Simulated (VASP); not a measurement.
# Mo (Fm-3m) in VASP: further runs

Aim: see how the results for Mo move with the level of theory and the settings. Levels: BLYP, BLYP+D4. Tasks: single point.

Everything below comes from runs of VASP 6.6.1. Logs are shortened: lines on timing, memory, paths and dates and some standing lists are left out, and cuts for length are marked.

**1. The cell of the first run**

The structure is cubic, space group Fm-3m (No. 225). The conventional cell has a = 3.948 Å, b = 3.948 Å, c = 3.948 Å, α = 90.00°, β = 90.00°, γ = 90.00°. Mo (site symmetry m-3m) has 12 Mo at 2.79 Å within 3.7 Å.

**2. Single point, BLYP, non-collinear spin, zero start, spin-orbit coupling (volume scaled by 0.94)**

INCAR

```
PREC = Accurate ; ENCUT = 520
EDIFF = 1E-6 ; ISMEAR = -1
SIGMA = 0.05 ; LREAL = False
LASPH = True ; NELM = 150
ALGO = Normal ; ISIF = 2
LWAVE = False ; LCHARG = False
MAGMOM = 0 0 0 ; LORBIT = 11
LSORBIT = True ; GGA_COMPAT = False
LORBMOM = True ; LMAXMIX = 4
GGA = B5 ; ALDAX = 1.0
AGGAX = 1.0 ; AGGAC = 1.0
ALDAC = 0.0 ; NBANDS = 25
```

KPOINTS

```
regular mesh
0
Gamma
  8 8 8
```

POSCAR

```
Mo
1.0
    0.0000000000      1.9738660091      1.9738660091
    1.9738660091      0.0000000000      1.9738660091
    1.9738660091      1.9738660091      0.0000000000
Mo
1
Direct
    0.0000000000      0.0000000000      0.0000000000
```

Potentials or basis: VASP PAW PBE potentials, release 64 (Mo_sv).

On the command line:

```sh
cat potpaw_PBE.64/Mo_sv/POTCAR > POTCAR
mpirun -np 1 vasp_ncl > vasp.out
```

OUTCAR:

```text
PREC = Accurate
   ENCUT = 520
   EDIFF = 1E-6
   ISMEAR = -1
   LREAL = False
   LASPH = True
   NELM = 150
   ISIF = 2
   LORBIT = 11
   LSORBIT = True
   GGA = B5

 ion  position               nearest neighbor table
   1  0.000  0.000  0.000-

  LATTYP: Found a face centered cubic cell.
 ALAT       =     3.9477320182

  Lattice vectors:

 A1 = (   0.0000000000,   1.9738660091,   1.9738660091)
 A2 = (   1.9738660091,   0.0000000000,   1.9738660091)
 A3 = (   1.9738660091,   1.9738660091,   0.0000000000)

Analysis of symmetry for initial positions (statically):
=====================================================================
 Subroutine PRICEL returns:
 Original cell was already a primitive cell.

 Routine SETGRP: Setting up the symmetry group for a
 face centered cubic supercell.

 Subroutine GETGRP returns: Found 48 space group operations
 (whereof 48 operations were pure point group operations)
 out of a pool of 48 trial point group operations.

The static configuration has the point symmetry O_h .

Analysis of symmetry for dynamics (positions and initial velocities):
=====================================================================
 Subroutine PRICEL returns:
 Original cell was already a primitive cell.

 Routine SETGRP: Setting up the symmetry group for a
 face centered cubic supercell.

 Subroutine GETGRP returns: Found 48 space group operations
 (whereof 48 operations were pure point group operations)
 out of a pool of 48 trial point group operations.

The dynamic configuration has the point symmetry O_h .

Analysis of structural, dynamic, and magnetic symmetry:
=====================================================================
 Subroutine PRICEL returns:
 Original cell was already a primitive cell.

 Routine SETGRP: Setting up the symmetry group for a
 face centered cubic supercell.

 Subroutine GETGRP returns: Found 48 space group operations
 (whereof 48 operations were pure point group operations)
 out of a pool of 48 trial point group operations.

The overall configuration has the point symmetry O_h .

 Subroutine INISYM returns: Found 48 space group operations
 (whereof 48 operations are pure point group operations),
 and found     1 'primitive' translations

----------------------------------------------------------------------------------------

                                     Primitive cell

  volume of cell :      15.3809

[... 149 lines left out ...]
      2     -47.5189      1.00000
      3     -22.5877      1.00000
      4     -22.5877      1.00000
      5     -20.0730      1.00000
      6     -20.0730      1.00000
[... 661 lines left out ...]
     24      28.8580      0.00000
     25      30.5145      0.00000

 [... further k-points ...]

------------------------ aborting loop because EDIFF is reached ----------------------------------------

  FORCE on cell =-STRESS in cart. coord.  units (eV):
  Direction    XX          YY          ZZ          XY          YZ          ZX
  --------------------------------------------------------------------------------------
  -------------------------------------------------------------------------------------
  Total        2.0077135      2.0077135      2.0077135      0.0000000      0.0000000      0.0000000
  in kB      209.1362494    209.1362494    209.1362494      0.0000000      0.0000000      0.0000000
  external PRESSURE =     209.1362494 kB  Pullay stress =       0.0000000 kB

 VOLUME and BASIS-vectors are now :
 -----------------------------------------------------------------------------
  energy-cutoff  :      520.00
  volume of cell :       15.38
      direct lattice vectors                 reciprocal lattice vectors
     0.000000000  1.973866009  1.973866009    -0.253310001  0.253310001  0.253310001
     1.973866009  0.000000000  1.973866009     0.253310001 -0.253310001  0.253310001
     1.973866009  1.973866009  0.000000000     0.253310001  0.253310001 -0.253310001

 POSITION                                       TOTAL-FORCE (eV/Angst)
 -----------------------------------------------------------------------------------
      0.00000      0.00000      0.00000         0.000000      0.000000      0.000000
 -----------------------------------------------------------------------------------
    total drift:                               -0.000000      0.000000      0.000000

  FREE ENERGIE OF THE ION-ELECTRON SYSTEM (eV)
  ---------------------------------------------------
  free  energy   TOTEN  =        -9.1360025487 eV

  energy  without entropy=       -9.1252695625  energy(sigma->0) =       -9.13063606

 orbital moment (x)

 # of ion     p       d       tot
 ----------------------------------------
  1         0.000   0.000   0.000
 ----------------------------------------
            0.000   0.000   0.000

 orbital moment (y)

 # of ion     p       d       tot
 ----------------------------------------
  1         0.000  -0.000  -0.000
 ----------------------------------------
            0.000  -0.000  -0.000

 orbital moment (z)

 # of ion     p       d       tot
 ----------------------------------------
  1         0.000   0.000   0.000
 ----------------------------------------
            0.000   0.000   0.000

 Spin-Orbit-Coupling matrix elements

 Ion:    1  E_soc:     -0.2127871
 l=   1
     0.0000000    -0.0305221    -0.0305221
    -0.0305221     0.0000000    -0.0305221
    -0.0305221    -0.0305221     0.0000000
 l=   2
     0.0000000    -0.0010746     0.0000000    -0.0010746    -0.0038678
    -0.0010746     0.0000000    -0.0029009    -0.0010746    -0.0009670
     0.0000000    -0.0029009     0.0000000    -0.0029009     0.0000000
    -0.0010746    -0.0010746    -0.0029009     0.0000000    -0.0009670
    -0.0038678    -0.0009670     0.0000000    -0.0009670     0.0000000
 l=   3
     0.0000000     0.0000000     0.0000000     0.0000000     0.0000000     0.0000000     0.0000000
     0.0000000     0.0000000     0.0000000     0.0000000     0.0000000     0.0000000     0.0000000
     0.0000000     0.0000000     0.0000000     0.0000000     0.0000000     0.0000000     0.0000000
     0.0000000     0.0000000     0.0000000     0.0000000     0.0000000     0.0000000     0.0000000
     0.0000000     0.0000000     0.0000000     0.0000000     0.0000000     0.0000000     0.0000000
     0.0000000     0.0000000     0.0000000     0.0000000     0.0000000     0.0000000     0.0000000
     0.0000000     0.0000000     0.0000000     0.0000000     0.0000000     0.0000000     0.0000000

 total charge

# of ion       s       p       d       tot
------------------------------------------
    1        2.400   6.173   4.072  12.645

 magnetization (x)

# of ion       s       p       d       tot
------------------------------------------
    1        0.000   0.000   0.000   0.000

 magnetization (y)

# of ion       s       p       d       tot
------------------------------------------
    1        0.000   0.000   0.000   0.000

 magnetization (z)

# of ion       s       p       d       tot
------------------------------------------
    1       -0.000  -0.000   0.000   0.000
```

OSZICAR:

```text
N       E                     dE             d eps       ncg     rms          rms(c)
DAV:   1     0.138450355390E+03    0.13845E+03   -0.81321E+03  1450   0.117E+03
DAV:   2    -0.697192417563E+01   -0.14542E+03   -0.14080E+03  1626   0.381E+02
DAV:   3    -0.959341176678E+01   -0.26215E+01   -0.25908E+01  1745   0.523E+01
DAV:   4    -0.960313378628E+01   -0.97220E-02   -0.97207E-02  1601   0.347E+00
DAV:   5    -0.960321312255E+01   -0.79336E-04   -0.79337E-04  1687   0.275E-01    0.137E+01
DAV:   6    -0.919041587863E+01    0.41280E+00   -0.56487E-01  1526   0.919E+00    0.419E+00
DAV:   7    -0.913872573843E+01    0.51690E-01   -0.10260E-01  1663   0.368E+00    0.836E-01
DAV:   8    -0.913643924269E+01    0.22865E-02   -0.16219E-03  1516   0.493E-01    0.562E-01
DAV:   9    -0.913599309687E+01    0.44615E-03   -0.78902E-04  1599   0.367E-01    0.103E-01
DAV:  10    -0.913599755567E+01   -0.44588E-05   -0.77527E-06  1677   0.335E-02    0.634E-02
DAV:  11    -0.913600262429E+01   -0.50686E-05   -0.84207E-06  1520   0.325E-02    0.487E-03
DAV:  12    -0.913600254868E+01    0.75605E-07   -0.10323E-07   954   0.410E-03
   1 F= -.91360025E+01 E0= -.91306361E+01  d E =-.107330E-01  mag=     0.0000    -0.0000    -0.0000
```

Run time: 27 s. Hardware: 1 thread of Intel Xeon Platinum 8259CL at 2.50GHz (Skylake/Cascade Lake), shared host; peak memory 0.2 GiB.

What came out:

```yaml
Free_energy: -9.1360 eV
Pressure: 20.9 GPa
Net_moment: 0.00 μB per cell
Valence_electrons_inside_the_program's_atomic_spheres: Mo 12.64
```

Moments on the atoms (μB; x, y, z):
```
Mo  0.00 0.00 0.00
```

Caveat: the PAW data sets were made with another functional, which shifts forces and pressure a little.

**3. Single point, BLYP+D4, non-collinear spin, zero start, spin-orbit coupling (volume scaled by 0.96)**

INCAR

```
SYSTEM = Mo
PREC     = Accurate       ! precision mode
ENCUT    = 520            ! plane-wave cutoff, eV
EDIFF    = 1E-6           ! SCF threshold, eV
ISMEAR   = 0              ! smearing method
SIGMA    = 0.15           ! smearing width, eV
LREAL    = .False.        ! projectors in reciprocal space
LASPH    = .True.         ! aspherical terms in the spheres
NELM     = 150            ! most SCF steps
ALGO     = Normal         ! electronic algorithm
ISIF     = 2              ! what is computed and relaxed
LWAVE    = .False.        ! write WAVECAR
LCHARG   = .False.        ! write CHGCAR
MAGMOM   = 0 0 0          ! initial moments
LORBIT   = 11             ! projections on sites
LSORBIT  = .True.         ! spin-orbit coupling
GGA_COMPAT= .False.      
LORBMOM  = .True.       
LMAXMIX  = 4              ! l up to which the mixer works
GGA      = B5             ! functional
ALDAX    = 1.0          
AGGAX    = 1.0          
AGGAC    = 1.0          
ALDAC    = 0.0          
IVDW     = 13             ! dispersion correction
VDW_S6   = 1.0          
VDW_S8   = 2.34076671   
VDW_A1   = 0.44488865   
VDW_A2   = 4.0933009    
NBANDS   = 25             ! bands
```

KPOINTS

```
Automatic mesh
0
Gamma
  8 8 8
  0 0 0
```

POSCAR

```
Mo
1.0
    0.0000000000      1.9877669319      1.9877669319
    1.9877669319      0.0000000000      1.9877669319
    1.9877669319      1.9877669319      0.0000000000
Mo
1
Direct
    0.0000000000      0.0000000000      0.0000000000
```

Potentials or basis: VASP PAW PBE potentials, release 64 (Mo_sv).

On the command line:

```sh
cat potpaw_PBE.64/Mo_sv/POTCAR > POTCAR
mpirun -np 1 vasp_ncl > vasp.out
```

Run time: 28 s. Hardware: 1 thread of Intel Xeon Platinum 8259CL at 2.50GHz (Skylake/Cascade Lake), shared host; peak memory 0.2 GiB.

Results (log left out):

| Item | Value |
| --- | --- |
| Free energy | -10.3342 eV |
| Pressure | 3.2 GPa |
| Net moment | 0.00 μB per cell |
| Valence electrons inside the program's atomic spheres | Mo 12.60 |
| Dispersion energy per atom | -1.160 eV |

Moments on the atoms (μB; x, y, z):
```
Mo  0.00 0.00 0.00
```

Caveat: the PAW data sets were made with another functional, which shifts forces and pressure a little.
